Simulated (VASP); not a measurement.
Write the native input for VASP 6.6.1 that does the following.

```
Task                   : single point
Functional             : PBE
Potentials or basis    : VASP PAW PBE potentials, release 64 (Sc_sv, Ga_d, N)
Cutoff                 : 520 eV
k mesh                 : 4 × 4 × 2
Occupations            : gaussian, width 0.15 eV
Spin                   : no spin polarisation
Dipole correction      : no
Further INCAR settings : ALGO = Normal; EDIFF = 1e-06; NBANDS = 35
```

The structure of ScGa2N3 lies in POSCAR:

```
ScGa2N3
1.0
    3.2980242992      0.0000000000      0.0000000000
   -1.6490121496      2.8561728254      0.0000000000
    0.0000000000      0.0000000000      8.0998219608
Sc Ga N
1 2 3
Direct
    0.0000000000      0.0000000000     -0.0016340893
    0.6666666667      0.3333333333      0.6617433806
    0.3333333333      0.6666666667      0.3403915490
    0.6666666667      0.3333333333      0.9046601904
    0.0000000000      0.0000000000      0.2610818497
    0.3333333333      0.6666666667      0.5837571195
```

These files were run (other wordings do the same):

INCAR

```
SYSTEM = ScGa2N3
PREC = Accurate
ENCUT = 520
EDIFF = 1E-6
ISMEAR = 0
SIGMA = 0.15
LREAL = .FALSE.
LASPH = .TRUE.
NELM = 80
ALGO = Normal
ISIF = 2
LWAVE = .FALSE.
LCHARG = .FALSE.
GGA = PE
NBANDS = 35
```

KPOINTS

```
regular mesh
0
G
  4 4 2
  0 0 0
```

Potentials or basis: VASP PAW PBE potentials, release 64 (Sc_sv, Ga_d, N).

Run with:

```console
$ cat potpaw_PBE.64/Sc_sv/POTCAR potpaw_PBE.64/Ga_d/POTCAR potpaw_PBE.64/N/POTCAR > POTCAR
$ mpirun -np 1 vasp_std > vasp.out
```

Results of the run:

The pressure is 0.3 GPa. The largest force is 0.057 eV/Å and the band gap on the k mesh is 1.86 eV, indirect (least direct gap 1.93 eV).

Caveat: the k points lie up to 0.55 Å⁻¹ apart.

Run time: 46 s on 1 thread of Oxide Virtual Turin-like Processor (shared host), peak memory 0.17 GiB.
